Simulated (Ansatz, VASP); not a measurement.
**Two plane-wave programs on GaN**

```xyz
4
Lattice="3.1800 0.0000 0.0000 -1.5900 2.7540 0.0000 0.0000 0.0000 5.1660" Properties=species:S:1:pos:R:3 pbc="T T T"
Ga    0.0000    1.8360    0.0000
Ga    1.5900    0.9180    2.5830
N     0.0000    1.8360    1.9373
N     1.5900    0.9180    4.5203
```

Alike in both runs: task relaxation of cell and atoms; functional LDA; k mesh 12 × 12 × 6; occupations gaussian, width 0.02 eV; no spin polarisation.

```csv
,VASP,Ansatz
version,VASP 6.6.1,Ansatz 0.2.0
potentials or method,"VASP PAW LDA potentials, release 64 (Ga_d, N), cutoff 600 eV","scalar-relativistic, plane waves, PAW"
valence electrons in the cell,36,36
```

Ansatz gave:

| Quantity | Value |
| --- | --- |
| gap on the k mesh at the Fermi level, each at its own relaxed structure (eV) | 2.13 |
| relaxed volume (Å³/atom) | 11.05 |
| relaxed length of the cell vector where the two differ most in proportion (Å) | 5.138 |

**Question.** Estimate VASP's values.

**Answer.** gap on the k mesh at the Fermi level, each at its own relaxed structure (eV): 2.11; relaxed volume (Å³/atom): 11.10; relaxed length of the cell vector where the two differ most in proportion (Å): 5.147.

LDA's correlation is that of Perdew and Zunger in VASP and of Perdew and Wang (1992) in Ansatz.
